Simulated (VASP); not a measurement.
# TiTl2H4 (I4/mmm) in VASP: further runs, part 2 of 2

VASP 6.6.1.

## Step 4: Relaxation of cell and atoms, PBE

This run uses another cell than the first one, of 14.29 Å³/atom, 1.053 times its volume.

INCAR reads:

```
SYSTEM = TiTl2H4
PREC     = Accurate       ! precision mode
ENCUT    = 600            ! plane-wave cutoff, eV
EDIFF    = 1E-6           ! SCF threshold, eV
ISMEAR   = 0              ! smearing method
SIGMA    = 0.1            ! smearing width, eV
LREAL    = .FALSE.        ! projectors in reciprocal space
LASPH    = .TRUE.         ! aspherical terms in the spheres
NELM     = 100            ! most SCF steps
ALGO     = Normal         ! electronic algorithm
ISIF     = 3              ! what is computed and relaxed
LWAVE    = .FALSE.        ! write WAVECAR
LCHARG   = .FALSE.        ! write CHGCAR
GGA      = PE             ! functional
IBRION   = 2              ! ionic algorithm
NSW      = 90             ! ionic steps
EDIFFG   = -0.04          ! ionic threshold
```

KPOINTS reads:

```
regular mesh
0
G
  6 6 6
  0 0 0
```

POSCAR reads:

```
TiTl2H4
1.0
   -2.6086031336      2.6086031336      3.6761389347
    2.6086031336     -2.6086031336      3.6761389347
    2.6086031336      2.6086031336     -3.6761389347
Ti Tl H
1 2 4
Direct
    0.0000000000      0.0000000000      0.0000000000
    0.7500000000      0.2500000000      0.5000000000
    0.2500000000      0.7500000000      0.5000000000
    0.2485875902      0.2485875902      0.4971751804
    0.2485875902      0.7514124098      0.0000000000
    0.7514124098      0.7514124098      0.5028248196
    0.7514124098      0.2485875902      0.0000000000
```

Potentials or basis: VASP PAW PBE potentials, release 64 (Ti_sv, Tl_d, H).

The run is started by

```sh
cat potpaw_PBE.64/Ti_sv/POTCAR potpaw_PBE.64/Tl_d/POTCAR potpaw_PBE.64/H/POTCAR > POTCAR
mpirun -np 1 vasp_std > vasp.out
```

OUTCAR:

```text
SYSTEM = TiTl2H4
   PREC = Accurate
   ENCUT = 600
   EDIFF = 1E-6
   ISMEAR = 0
   LREAL = .FALSE.
   LASPH = .TRUE.
   NELM = 100
   ISIF = 3
   GGA = PE
   IBRION = 2
   NSW = 90
   EDIFFG = -0.04

 ion  position               nearest neighbor table
   1  0.000  0.000  0.000-   4 1.83   6 1.83   5 1.83   7 1.83   2 3.19   3 3.19   2 3.19   3 3.19
                             2 3.19   3 3.19   2 3.19   3 3.19
   2  0.750  0.250  0.500-   1 3.19   1 3.19   1 3.19   1 3.19   3 3.68   3 3.68   3 3.69   3 3.69
                             3 3.69   3 3.69
   3  0.250  0.750  0.500-   1 3.19   1 3.19   1 3.19   1 3.19   2 3.68   2 3.68   2 3.69   2 3.69
                             2 3.69   2 3.69
   4  0.249  0.249  0.497-   1 1.83
   5  0.249  0.751  0.000-   1 1.83
   6  0.751  0.751  0.503-   1 1.83
   7  0.751  0.249  0.000-   1 1.83

  LATTYP: Found a body centered tetragonal cell.
 ALAT       =     5.2172062672
 C/A-ratio  =     1.4092365708

  Lattice vectors:

 A1 = (  -2.6086031336,   2.6086031336,   3.6761389347)
 A2 = (   2.6086031336,  -2.6086031336,   3.6761389347)
 A3 = (   2.6086031336,   2.6086031336,  -3.6761389347)

[... 186 lines left out ...]
  energy without entropy =      -23.07586938  energy(sigma->0) =      -23.09022745

------------------------ aborting loop because EDIFF is reached ----------------------------------------

  FORCE on cell =-STRESS in cart. coord.  units (eV):
  Direction    XX          YY          ZZ          XY          YZ          ZX
  --------------------------------------------------------------------------------------
  -------------------------------------------------------------------------------------
  Total       -0.2935786     -0.2935786      0.5577465      0.0000000     -0.0000000      0.0000000
  in kB       -4.7007483     -4.7007483      8.9305759      0.0000000     -0.0000000      0.0000000
  external PRESSURE =      -0.1569735 kB  Pullay stress =       0.0000000 kB
[... 151 lines left out ...]
--------------------------------------- Ionic step        5  -------------------------------------------

 number of electron      42.0000000 magnetization

 Free energy of the ion-electron system (eV)
  ---------------------------------------------------
  ext. energy  EPLUGINS =         0.00000000
  ---------------------------------------------------
  free energy    TOTEN  =       -23.11457825 eV

  energy without entropy =      -23.08459258  energy(sigma->0) =      -23.09958541

 E-fermi :   4.4965     XC(G=0):  -9.6633

 val. band max:        4.4958768639   @ k =   0.3333   0.1667   0.1667
 cond. band min:       4.5090847503   @ k =  -0.3333   0.3333   0.1667
 fundamental gap:      0.0132078865
 Fermi energy:         4.4964936543

 k-point     1 :       0.0000    0.0000    0.0000
  band No.  band energies     occupation
      1     -52.7096      2.00000
      2     -29.0981      2.00000
      3     -28.9173      2.00000
      4     -28.9173      2.00000
      5      -6.8806      2.00000
      6      -6.7849      2.00000
[... 661 lines left out ...]
     24       5.5602      0.00000
     25       8.0591      0.00000

 [... further k-points ...]
[... 5 lines left out ...]
  --------------------------------------------------------------------------------------
  -------------------------------------------------------------------------------------
  Total       -0.1964161     -0.1964161     -0.0713933      0.0000000      0.0000000      0.0000000
  in kB       -3.1091006     -3.1091006     -1.1300960      0.0000000      0.0000000      0.0000000
  external PRESSURE =      -2.4494324 kB  Pullay stress =       0.0000000 kB
[... 22 lines left out ...]
  FREE ENERGIE OF THE ION-ELECTRON SYSTEM (eV)
  ---------------------------------------------------
  free  energy   TOTEN  =       -23.1145782494 eV

  energy  without entropy=      -23.0845925788  energy(sigma->0) =      -23.09958541

 reached required accuracy - stopping structural energy minimisation
```

OSZICAR:

```text
N       E                     dE             d eps       ncg     rms          rms(c)
DAV:   1     0.338558153388E+03    0.33856E+03   -0.23426E+04  1500   0.184E+03
DAV:   2    -0.914572336545E+00   -0.33947E+03   -0.33631E+03  1514   0.433E+02
DAV:   3    -0.261668678904E+02   -0.25252E+02   -0.24620E+02  2383   0.971E+01
[... 46 lines left out ...]
DAV:   4    -0.231145953181E+02    0.34595E-02   -0.15360E-02  2044   0.891E-01    0.184E-01
DAV:   5    -0.231145506911E+02    0.44627E-04   -0.17926E-03  1946   0.229E-01    0.556E-02
DAV:   6    -0.231145822685E+02   -0.31577E-04   -0.15934E-04  2119   0.807E-02    0.406E-02
DAV:   7    -0.231145781159E+02    0.41526E-05   -0.67914E-05  1757   0.513E-02    0.430E-03
DAV:   8    -0.231145782494E+02   -0.13350E-06   -0.14679E-06  1156   0.884E-03
   5 F= -.23114578E+02 E0= -.23099585E+02  d E =-.366410E-02
```

Run time: 10 min. Hardware: 1 thread of Oxide Virtual Turin-like, shared host; peak memory 0.3 GiB.

Results:

- Free energy: -23.1146 eV
- Relaxed volume: 14.46 Å³/atom
- Relaxed cell: a = 5.259 Å, b = 5.259 Å, c = 5.259 Å, α = 121.00°, β = 121.00°, γ = 88.27°
- Space group after relaxing (to 0.05 Å): I4/mmm (No. 139)
- Energy gained by relaxing: 1.4 meV/atom
- Ionic steps: 5
- Pressure after relaxing: -0.2 GPa
- Largest force after relaxing: 0.021 eV/Å
- Band gap on the k mesh: zero (band 21 reaches 5.04 eV, above the bottom of band 22 at 3.52 eV)

Forces in eV/Å, atoms in the order of the input:
```
Ti   0.000  0.000  0.000
Tl   0.000  0.000  0.000
Tl   0.000  0.000  0.000
H    0.015  0.015  0.000
H   -0.015  0.015  0.000
H   -0.015 -0.015  0.000
H    0.015 -0.015  0.000
```

Stress tensor (GPa, compression positive):
```
-0.31  0.00  0.00
 0.00 -0.31  0.00
 0.00  0.00 -0.11
```

The path:
```
step  energy change (eV)  largest force (eV/Å)  pressure (GPa)  volume (Å³)
   1              0.0000                0.0376           -0.02       100.06
   2             -0.0031                0.0028            0.09       100.04
   3             -0.0063                0.0794            0.32        99.98
   4             -0.0089                0.0520            0.06       100.56
   5             -0.0100                0.0209           -0.24       101.22
```

Final structure:
```
Ti Tl H
1.0
    -2.58940    2.58940    3.77395
     2.58940   -2.58940    3.77395
     2.58940    2.58940   -3.77395
Ti Tl H
1 2 4
Direct
  0.00000 0.00000 0.00000
  0.75000 0.25000 0.50000
  0.25000 0.75000 0.50000
  0.24896 0.24896 0.49792
  0.24896 0.75104 0.00000
  0.75104 0.75104 0.50208
  0.75104 0.24896 0.00000
```

Caveat: spin-orbit coupling is left out, which moves the levels of the heavy elements.

## Step 5: Summary

| task | cell | k mesh | cutoff (eV) | gap on the mesh (eV) | pressure (GPa) | relaxed volume (Å³/atom) | largest force (eV/Å) |
| --- | --- | --- | --- | --- | --- | --- | --- |
| relaxation of cell and atoms | relaxed from a = 5.022 Å, angles 104.5, 104.5, 120.0°, 7 atoms | 4 × 4 × 4 | 600 | none | 0.2 | 14.08 | - |
| single point | a = 5.254 Å, angles 121.5, 121.5, 87.3°, 7 atoms | 10 × 10 × 10 | 520 | none | -0.1 | - | 0.01 |
| relaxation of cell and atoms | relaxed from a = 5.208 Å, angles 119.9, 119.9, 90.2°, 7 atoms | 6 × 6 × 6 | 600 | none | -0.2 | 14.46 | 0.02 |

Alike in all rows: level PBE; potentials or basis VASP PAW PBE potentials, release 64 (Ti_sv, Tl_d, H); no spin polarisation; smearing gaussian 0.1 eV.

Caveats: some runs use coarse meshes; spin-orbit coupling is left out, which moves the levels of the heavy elements.

Total energies depend on the potentials used, so only differences within one code and one set of settings carry meaning.
